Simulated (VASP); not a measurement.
**Ni: relaxation of cell and atoms with PBEsol**

The system is Ni.

```
Ni
1.0
     3.11341    0.00000    0.00000
    -1.55671    2.69629    0.00000
     0.00000    0.00000    5.13713
Ni
4
Direct
  0.33333 0.66667 0.43750
  0.66667 0.33333 0.93750
  0.66667 0.33333 0.56250
  0.33333 0.66667 0.06250
```

This isn't the form of Ni at room conditions, which is fcc.

```yaml
Program: VASP 6.6.1
Task: relaxation of cell and atoms
Functional: PBEsol
Potentials_or_basis: VASP PAW PBE potentials, release 64 (Ni)
Cutoff: 600 eV
k_mesh: 6 × 6 × 4
Occupations: gaussian, width 0.1 eV
Spin: collinear spin, ferromagnetic start
Starting_moments: "[0.83, 0.83, 0.83, 0.83] μB"
Dipole_correction: no
Further_INCAR_settings: ALGO = Normal; EDIFF = 1e-06; IBRION = 2; EDIFFG = -0.04; NSW = 90; ISIF = 3
```

| Quantity | Value |
| --- | --- |
| Relaxed volume | 14.40 Å³/atom |
| Relaxed cell | a = 3.825 Å, b = 3.825 Å, c = 4.546 Å, α = 90.00°, β = 90.00°, γ = 120.00° |
| Space group after relaxing (to 0.1 Å) | P6/mmm (No. 191) |
| Energy gained by relaxing | 1292.8 meV/atom |
| Ionic steps | 40 |
| Pressure after relaxing | 0.1 GPa |
| Largest force after relaxing | 0.038 eV/Å |
| Net moment | -2.45 μB per cell |
| Site moments | Ni -0.62 μB |
| Valence electrons inside the program's atomic spheres | Ni 9.32 |

Forces in eV/Å, atoms in the order of the input:
```
Ni   0.000  0.000  0.038
Ni   0.000  0.000  0.038
Ni   0.000  0.000 -0.038
Ni   0.000  0.000 -0.038
```

Stress tensor (GPa, compression positive):
```
 0.19  0.00  0.00
 0.00  0.19  0.00
 0.00  0.00 -0.03
```

Step by step:
| step | energy change (eV) | largest force (eV/Å) | pressure (GPa) | volume (Å³) |
| --- | --- | --- | --- | --- |
| 1 | 0.0000 | 0.1850 | 92.79 | 43.12 |
| 2 | -1.5841 | 0.0779 | -16.22 | 95.01 |
| 3 | -4.0453 | 0.1390 | -1.55 | 63.96 |
| 4 | -4.0502 | 0.1386 | -0.88 | 63.38 |
| 5 | -4.0516 | 0.1379 | 0.35 | 62.64 |
| 6 | -4.0536 | 0.0280 | 0.29 | 62.66 |
| 7 | -4.0537 | 0.0032 | 0.33 | 62.67 |
| 8 | -4.0556 | 0.0032 | 0.09 | 62.77 |
| 9 | -4.0618 | 0.0220 | -0.46 | 63.09 |
| 10 | -4.0760 | 0.0503 | -1.64 | 63.71 |
| 11 | -4.1088 | 0.0979 | -3.88 | 64.92 |
| 12 | -4.1811 | 0.2204 | -8.28 | 67.18 |
| 13 | -4.2805 | 0.4279 | -14.67 | 71.04 |
| 14 | -4.2132 | 0.3966 | -10.28 | 68.35 |
| 15 | -4.2513 | 0.4522 | -12.32 | 69.51 |
| 16 | -4.2385 | 0.4365 | -11.64 | 69.10 |
| 17 | -4.2386 | 0.4368 | -11.66 | 69.11 |
| 18 | -4.2391 | 0.4376 | -11.70 | 69.14 |
| 19 | -4.2400 | 0.4391 | -11.73 | 69.18 |
| 20 | -4.2418 | 0.4414 | -11.90 | 69.27 |
| 21 | -4.2450 | 0.4461 | -12.21 | 69.45 |
| 22 | -4.2505 | 0.4545 | -12.74 | 69.80 |
| 23 | -4.2560 | 0.4603 | -13.74 | 70.49 |
| 24 | -4.2548 | 0.4610 | -13.36 | 70.24 |
| 25 | -4.2611 | 0.4644 | -13.40 | 70.21 |
| 26 | -4.2802 | 0.4734 | -13.43 | 70.12 |
| 27 | -4.3182 | 0.4892 | -13.49 | 69.94 |
| 28 | -4.3924 | 0.5129 | -13.53 | 69.57 |
| 29 | -4.5235 | 0.5212 | -13.25 | 68.79 |
| 30 | -4.5959 | 0.1188 | -10.47 | 67.02 |
| 31 | -4.6080 | 0.4747 | -12.29 | 67.91 |
| 32 | -4.6174 | 0.4163 | -11.90 | 67.67 |
| 33 | -4.6985 | 0.4029 | -11.17 | 66.70 |
| 34 | -4.9087 | 0.3560 | -8.62 | 63.84 |
| 35 | -5.1409 | 0.2321 | -0.81 | 58.36 |
| 36 | -5.1488 | 0.1896 | 2.14 | 56.98 |
| 37 | -5.1493 | 0.2001 | 1.29 | 57.31 |
| 38 | -5.1627 | 0.1359 | 0.87 | 57.40 |
| 39 | -5.1710 | 0.0491 | 0.24 | 57.54 |
| 40 | -5.1713 | 0.0380 | 0.12 | 57.59 |

Final structure:
```
Ni
1.0
     3.82489    0.00000    0.00000
    -1.91244    3.31245    0.00000
     0.00000    0.00000    4.54565
Ni
4
Direct
  0.33333 0.66667 0.49943
  0.66667 0.33333 0.99943
  0.66667 0.33333 0.50057
  0.33333 0.66667 0.00057
```

Levels at points of the mesh, in eV from the Fermi level:
Spin up:
```tsv
k point	band 16	band 17	band 18	band 19	band 20	band 21
(0.00, 0.00, 0.00)	-1.14	-0.61	-0.61	-0.27	0.24	0.24
(0.50, 0.00, 0.00)	-0.16	0.03	0.09	0.12	0.35	0.63
(0.00, 0.00, 0.50)	-1.40	-0.96	-0.96	-0.42	-0.42	-0.42
(0.50, 0.00, 0.50)	-0.42	-0.35	-0.35	0.03	0.03	0.62
```
Spin down:
```tsv
k point	band 19	band 20	band 21	band 22	band 23	band 24
(0.00, 0.00, 0.00)	-0.51	-0.51	-0.27	0.39	4.16	6.11
(0.50, 0.00, 0.00)	-0.45	-0.41	-0.04	0.06	2.53	3.40
(0.00, 0.00, 0.50)	-1.13	-1.13	-1.13	-1.13	8.67	8.67
(0.50, 0.00, 0.50)	-0.64	-0.64	0.29	0.29	0.49	0.49
```

Wall time 17 min on 1 thread of AMD EPYC 9R45 96-Core Processor (Zen 5) (shared host), peak memory 0.2 GiB.

Caveat: the k points lie up to 0.35 Å⁻¹ apart in the final cell; the volume moved by over 15 % at a fixed basis, so the end points are rough; the PAW data sets were made with another functional, which shifts forces and pressure a little.
